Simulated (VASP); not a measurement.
A run of VASP 6.6.1:

Contents of POSCAR:

```
Pt
1.0
    0.0000000000      1.9699682571      1.9699682571
    1.9699682571      0.0000000000      1.9699682571
    1.9699682571      1.9699682571      0.0000000000
Pt
1
Direct
    0.0000000000      0.0000000000      0.0000000000
```

Contents of INCAR.step1:

```
SYSTEM = Pt
ALGO = Normal
EDIFF = 1E-5
ENCUT = 550
GGA = PE
GGA_COMPAT = .FALSE.
ISMEAR = 0
LASPH = .TRUE.
LCHARG = .FALSE.
LREAL = .FALSE.
LWAVE = .TRUE.
NBANDS = 11
NELM = 120
PREC = Accurate
SIGMA = 0.1
```

INCAR.step2

```
SYSTEM = Pt
ALGO = Normal
EDIFF = 1E-6
ENCUT = 550
GGA_COMPAT = .FALSE.
ISIF = 2
ISMEAR = 0
ISTART = 1
LASPH = .TRUE.
LCHARG = .FALSE.
LMIXTAU = .TRUE.
LREAL = .FALSE.
LWAVE = .FALSE.
METAGGA = R2SCAN
NBANDS = 11
NELM = 120
PREC = Accurate
SIGMA = 0.1
```

The input KPOINTS:

```
k-points
0
G
  18 18 18
  0 0 0
```

Potentials or basis: VASP PAW PBE potentials, release 64 (Pt).

Command:

```sh
$ cat potpaw_PBE.64/Pt/POTCAR > POTCAR
$ cp INCAR.step1 INCAR
$ mpirun -np 1 vasp_std > vasp.out
$ cp INCAR.step2 INCAR
$ mpirun -np 1 vasp_std > vasp.out
```

Hardware: 1 thread of Intel(R) Xeon(R) 6975P-C (Granite Rapids), with other jobs on the host.

Q: How long does it take, and how much memory?

A: It took 78 s on 1 thread of Intel(R) Xeon(R) 6975P-C (Granite Rapids), on a shared host, peak memory 0.17 GiB. Counts: k points 195.
